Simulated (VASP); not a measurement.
Input of a VASP 6.6.1 run:

Contents of INCAR:

```
PREC = Accurate ; ENCUT = 520
EDIFF = 1E-6 ; ISMEAR = 0
SIGMA = 0.1 ; LREAL = False
LASPH = True ; NELM = 100
ALGO = Fast ; ISIF = 2
LWAVE = False ; LCHARG = True
GGA = PS ; LELF = True
LVHAR = True ; NBANDS = 18
```

KPOINTS

```
Automatic mesh
0
Gamma
  14 14 10
```

Contents of POSCAR:

```
Y
1.0
    2.4387029086      2.4387029086      0.0000000000
   -2.4387029086      2.4387029086      0.0000000000
    0.0000000000      0.0000000000      5.0366680480
Y
2
Direct
    0.0000000000      0.0000000000      0.0000000000
    0.5000000000      0.5000000000      0.5000000000
```

Potentials or basis: VASP PAW PBE potentials, release 64 (Y_sv).

Run with:

```console
$ cat potpaw_PBE.64/Y_sv/POTCAR > POTCAR
$ mpirun -np 1 vasp_std > vasp.out
```

Question: Estimate the band gap on the k mesh.

Answer: Zero (band 11 reaches 4.28 eV, above the bottom of band 12 at 2.33 eV).

Question: Predict the pressure.

Answer: 1.1 GPa.

Stress tensor (GPa, compression positive):
```
1.44 0.00 0.00
0.00 1.44 0.00
0.00 0.00 0.37
```

Caveat: the cell differs from its parent crystal (biaxial strain in the a-b plane: -2.0 %); the PAW data sets were made with another functional, which shifts forces and pressure a little.
